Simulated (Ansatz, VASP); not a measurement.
**AlN: VASP beside Ansatz**

File INCAR:

```
SYSTEM = AlN
ALGO = Normal ; EDIFF = 1E-6
ENCUT = 520 ; ISIF = 2
ISMEAR = -1 ; LASPH = .TRUE.
LCHARG = .FALSE. ; LREAL = .FALSE.
LWAVE = .FALSE. ; NBANDS = 11
NELM = 80 ; PREC = Accurate
SIGMA = 0.02
```

The input KPOINTS:

```
k-points
0
G
  10 10 10
  0 0 0
```

File POSCAR:

```
AlN
1.0
    0.0000000000      1.9186600000      1.9780000000
    1.9186600000      0.0000000000      1.9780000000
    1.9186600000      1.9186600000      0.0000000000
Al N
1 1
Direct
    0.0000000000      0.0000000000      0.0000000000
    0.5000000000      0.5000000000      0.5000000000
```

Input for Ansatz:

```yaml
crystal:
  lattice:
    - [0.0, 1.91866, 1.978]
    - [1.91866, 0.0, 1.978]
    - [1.91866, 1.91866, 0.0]
  atoms:
    - { symbol: Al, position: [0.0, 0.0, 0.0] }
    - { symbol: "N", position: [0.5, 0.5, 0.5] }
kpoints:
  mp_grid: { grid: [10, 10, 10] }
  band_path:
    path:
      - [0.0, 0.0, 0.0]
      - [0.0, 0.5, 0.5]
      - [0.25, 0.75, 0.5]
      - [0.0, 0.5, 0.0]
      - [0.0, 0.0, 0.0]
      - [0.5, 0.5, 0.0]
      - [0.3676125, 0.6323875, 0.0]
      - [-0.3676125, 0.3676125, 0.0]
      - [0.0, 0.0, 0.0]
    npoints: 5
scf:
  occupations: { method: fermi_dirac, width: 0.02 }
hamiltonian:
  xc: lda
  pseudopotentials: { kind: all_electron, lapw: { basis_error: 0.001 } }
output:
  forces: true
  stress: true
  eigenvalues: true
```

Change from the starting cell: equal xx and yy strain of -3 %.

Alike in both runs: task single point; functional LDA; k mesh 10 × 10 × 10; occupations fermi-dirac, width 0.02 eV; no spin polarisation.

|  | VASP | Ansatz |
| --- | --- | --- |
| version | VASP 6.6.1 | Ansatz 0.2.0 |
| potentials or method | VASP PAW LDA potentials, release 64 (Al, N), cutoff 520 eV | all-electron LAPW, scalar-relativistic |

```csv
,VASP,Ansatz,Ansatz less VASP
gap on the k mesh at the Fermi level (eV),4.71,4.73,+0.026
pressure (GPa),36.3,35.2,-1.12
"traceless stress, the component that is largest in VASP (GPa)",-10.67,-10.47,+0.205
```

LDA's correlation is that of Perdew and Zunger in VASP and of Perdew and Wang (1992) in Ansatz. Both programs put the cell under a high pressure, so it lies far from rest at this level. Ansatz ran all-electron here, and VASP with PAW potentials.
